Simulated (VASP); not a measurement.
A run of VASP 6.6.1 is set up as follows.

File INCAR:

```
PREC = Accurate
ENCUT = 520
EDIFF = 1E-7
ISMEAR = 0
SIGMA = 0.1
LREAL = False
LASPH = True
NELM = 100
ALGO = Normal
ISIF = 2
LWAVE = False
LCHARG = False
GGA = PS
NBANDS = 21
```

The input KPOINTS:

```
regular mesh
0
Gamma
  16 16 16
```

File POSCAR:

```
Ge
1.0
   -2.5381088812      2.5381088812      1.3814786372
    2.5381088812     -2.5381088812      1.3814786372
    2.5381088812      2.5381088812     -1.3814786372
Ge
2
Direct
    0.2500000000      0.7500000000      0.5000000000
    0.5000000000      0.5000000000      0.0000000000
```

Potentials or basis: VASP PAW PBE potentials, release 64 (Ge_d).

Command:

```console
$ cat potpaw_PBE.64/Ge_d/POTCAR > POTCAR
$ mpirun -np 1 vasp_std > vasp.out
```

**Question.** Estimate the band gap on the k mesh.

**Answer.** Zero (bands 14 and 15 overlap by 5.58 eV).

**Question.** Predict the pressure.

**Answer.** 2.6 GPa.

Caveat: the PAW data sets were made with another functional, which shifts forces and pressure a little.
